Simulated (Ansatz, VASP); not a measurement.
**C: VASP beside Ansatz**

```xyz
2
Lattice="1.2325 0.7116 3.3609 -1.2325 0.7116 3.3609 0.0000 -1.4231 3.3609" Properties=species:S:1:pos:R:3 pbc="T T T"
C     0.0000    0.0000    1.6561
C     0.0000    0.0000    8.4268
```

Change from the starting cell: mode 4 frozen in at -0.024 Å and mode 6 at +0.000 Å (largest displacements).

Alike in both runs: task single point; functional PBE; dispersion D3(BJ); k mesh 15 × 15 × 15; occupations gaussian, width 0.05 eV; no spin polarisation.

|  | VASP | Ansatz |
| --- | --- | --- |
| version | VASP 6.6.1 | Ansatz 0.2.0 |
| potentials or method | VASP PAW PBE potentials, release 64 (C), cutoff 520 eV | scalar-relativistic, plane waves, PAW |
| valence electrons in the cell | 8 | 8 |

```tsv
	VASP	Ansatz	Ansatz less VASP
gap on the k mesh at the Fermi level (eV)	0.73	0.73	0.000
least direct gap on the mesh (eV)	0.73	0.73	0.000
pressure (GPa)	0.3	-0.1	-0.44
traceless stress, the component that is largest in VASP (GPa)	-0.84	-0.31	+0.534
rms of the force components (eV/Å)	0.453	0.455	+0.0018
```

Atom by atom the forces differ by 0.002 eV/Å (rms over components).
